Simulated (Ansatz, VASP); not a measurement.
# One calculation of Ge, two programs

INCAR

```
SYSTEM = Ge
ALGO     = Normal         ! electronic algorithm
EDIFF    = 1E-6           ! SCF threshold, eV
ENCUT    = 520            ! plane-wave cutoff, eV
GGA      = RP             ! functional
ISIF     = 2              ! what is computed and relaxed
ISMEAR   = -1             ! smearing method
LASPH    = .TRUE.         ! aspherical terms in the spheres
LCHARG   = .FALSE.        ! write CHGCAR
LREAL    = .FALSE.        ! projectors in reciprocal space
LWAVE    = .FALSE.        ! write WAVECAR
NBANDS   = 13             ! bands
NELM     = 100            ! most SCF steps
PREC     = Accurate       ! precision mode
SIGMA    = 0.1            ! smearing width, eV
```

KPOINTS

```
k-points
0
G
  14 14 14
  0 0 0
```

Contents of POSCAR:

```
Ge
1.0
    0.0000000000      2.2131193336      2.2131193336
    2.2131193336      0.0000000000      2.2131193336
    2.2131193336      2.2131193336      0.0000000000
Ge
1
Direct
    0.0000000000      0.0000000000      0.0000000000
```

Input for Ansatz:

```yaml
crystal:
  lattice:
    - [0.0, 2.2131193336, 2.2131193336]
    - [2.2131193336, 0.0, 2.2131193336]
    - [2.2131193336, 2.2131193336, 0.0]
  atoms:
    - { symbol: Ge, position: [0.0, 0.0, 0.0] }
hamiltonian:
  xc: rpbe
  pseudopotentials:
    kind: paw
    azcp:
      Ge: "pseudopotentials/Ge.paw.azcp"
basis:
  ecutwfc: 420
  fft_grid_basis: typed
kpoints:
  mp_grid: { grid: [14, 14, 14], shift: [0, 0, 0] }
magnetization:
  spin_polarized: false
scf:
  occupations: { method: fermi_dirac, width: 0.1 }
  lower_state_search: "off"
output:
  stress: true
```

Alike in both runs: task single point; functional RPBE; k mesh 14 × 14 × 14; occupations fermi-dirac, width 0.1 eV; no spin polarisation.

```csv
,VASP,Ansatz
version,VASP 6.6.1,Ansatz 0.2.0
potentials or method,"VASP PAW PBE potentials, release 64 (Ge_d), cutoff 520 eV","plane waves (420 eV) with PAW, scalar-relativistic"
valence electrons in the cell,14,14
```

```csv
,VASP,Ansatz,Ansatz less VASP
pressure (GPa),-3.7,-3.6,+0.11
```

VASP's potentials were made for PBE, not for RPBE. With one functional, cell and mesh, what is left measures potentials, basis and numerics.
